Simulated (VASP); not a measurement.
A run of VASP 6.6.1:

Contents of INCAR:

```
SYSTEM = PbSe
ALGO = Normal
EDIFF = 1E-7
ENCUT = 520
GGA = PS
ISIF = 2
ISMEAR = 0
LASPH = .True.
LCHARG = .False.
LREAL = .False.
LWAVE = .False.
NBANDS = 17
NELM = 100
PREC = Accurate
SIGMA = 0.01
```

File KPOINTS:

```
k-points
0
Gamma
  10 10 10
  0 0 0
```

POSCAR

```
PbSe
1.0
    0.0000000000      3.0515240889      3.0515240889
    3.0515240889      0.0000000000      3.0515240889
    3.0515240889      3.0515240889      0.0000000000
Pb Se
1 1
Direct
    0.0000000000      0.0000000000      0.0000000000
    0.5000000000      0.5000000000      0.5000000000
```

Potentials or basis: VASP PAW PBE potentials, release 64 (Pb_d, Se).

Run with:

```bash
$ cat potpaw_PBE.64/Pb_d/POTCAR potpaw_PBE.64/Se/POTCAR > POTCAR
$ mpirun -np 1 vasp_std > vasp.out
```

Hardware: 1 thread of Intel Xeon 8259CL (shared host).

How long does it take, and how much memory?

Wall time 53 s on 1 thread of Intel Xeon 8259CL, on a shared host, peak memory 0.2 GiB. Counts: scf iterations 13, k points 47.
